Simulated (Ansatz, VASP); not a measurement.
# One calculation of CdS, two programs

```
CELL_PARAMETERS angstrom
4.19703 0.00000 0.00000
-2.09851 3.63473 0.00000
0.00000 0.00000 6.82788
ATOMIC_POSITIONS crystal
Cd 0.33333 0.66667 0.00417
Cd 0.66667 0.33333 0.50417
S 0.33333 0.66667 0.38083
S 0.66667 0.33333 0.88083
```

Alike in both runs: task single point; functional PBE; k mesh 10 × 10 × 6; occupations fermi-dirac, width 0.01 eV; no spin polarisation.

```csv
,VASP,Ansatz
version,VASP 6.6.1,Ansatz 0.2.0
potentials or method,"VASP PAW PBE potentials, release 64 (Cd, S), cutoff 520 eV","scalar-relativistic, plane waves, PAW"
valence electrons in the cell,36,52
```

Ansatz gave:

| Property | Result |
| --- | --- |
| pressure (GPa) | 0.0 |

Question: What did VASP give for the same quantities?

Answer: Pressure (GPa): 0.3.

VASP's potentials hold 36 valence electrons a cell and Ansatz's 52, so a difference there can come from the potentials and not from the codes.
